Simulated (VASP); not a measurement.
Here is a VASP 6.6.1 calculation.

The input INCAR:

```
SYSTEM = Ca
  PREC = Accurate
  ENCUT = 600
  EDIFF = 1E-7
  ISMEAR = -1
  SIGMA = 0.08
  LREAL = .FALSE.
  LASPH = .TRUE.
  NELM = 60
  ALGO = Normal
  ISIF = 3
  LWAVE = .FALSE.
  LCHARG = .FALSE.
  GGA = PS
  IBRION = 2
  NSW = 60
  EDIFFG = -0.005
  PSTRESS = 3.5
```

The input KPOINTS:

```
regular mesh
0
G
  13 13 13
  0 0 0
```

The input POSCAR:

```
Ca
1.0
   -2.1514060210      2.1514060210      2.1514060210
    2.1514060210     -2.1514060210      2.1514060210
    2.1514060210      2.1514060210     -2.1514060210
Ca
1
Direct
    0.0000000000      0.0000000000      0.0000000000
```

Potentials or basis: VASP PAW PBE potentials, release 64 (Ca_sv).

Launch:

```bash
$ cat potpaw_PBE.64/Ca_sv/POTCAR > POTCAR
$ mpirun -np 1 vasp_std > vasp.out
```

**Question.** Estimate the band gap on the k mesh.

**Answer.** Zero (band 5 reaches 2.39 eV, above the bottom of band 6 at 2.18 eV).

**Question.** Estimate the relaxed cell.

**Answer.** a = 3.724 Å, b = 3.724 Å, c = 3.724 Å, α = 109.47°, β = 109.47°, γ = 109.47°.

**Question.** Estimate the space group after relaxing (to 0.05 Å).

**Answer.** Im-3m (No. 229).

**Question.** Predict the relaxed volume.

**Answer.** 39.77 Å³/atom.

Final structure:
```
Ca
1.0
    -2.15021    2.15021    2.15021
     2.15021   -2.15021    2.15021
     2.15021    2.15021   -2.15021
Ca
1
Direct
  0.00000 0.00000 0.00000
```

Caveat: the cell is relaxed towards a set pressure, so the enthalpy falls and the energy may rise; the PAW data sets were made with another functional, which shifts forces and pressure a little.
